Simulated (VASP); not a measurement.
Input of a VASP 6.6.1 run:

File INCAR:

```
ALGO = Normal
EDIFF = 1E-6
ENCUT = 520
GGA = PE
ISIF = 2
ISMEAR = 0
LASPH = True
LCHARG = False
LREAL = False
LWAVE = False
NBANDS = 28
NELM = 100
PREC = Accurate
SIGMA = 0.05
```

Contents of KPOINTS:

```
k-points
0
Gamma
  6 6 6
```

Contents of POSCAR:

```
SrTiO3
1.0
    3.8832652937      0.0000000000      0.0000000000
    0.0000000000      3.8832652937      0.0000000000
    0.0000000000      0.0000000000      3.8832652937
Sr Ti O
1 1 3
Direct
    0.5000000000      0.5000000000      0.5000000000
    0.0000000000      0.0000000000      0.0000000000
    0.5000000000      0.0000000000      0.0000000000
    0.0000000000      0.5000000000      0.0000000000
    0.0000000000      0.0000000000      0.5000000000
```

Potentials or basis: VASP PAW PBE potentials, release 64 (Sr_sv, Ti_sv, O).

Command:

```sh
$ cat potpaw_PBE.64/Sr_sv/POTCAR potpaw_PBE.64/Ti_sv/POTCAR potpaw_PBE.64/O/POTCAR > POTCAR
$ mpirun -np 1 vasp_std > vasp.out
```

(1) What does it give for the pressure?

(2) Estimate the band gap on the k mesh.

Results:

(1) 8.3 GPa.

(2) 1.89 eV (least direct gap 2.23 eV).

Caveat: the cell stands under pressure.
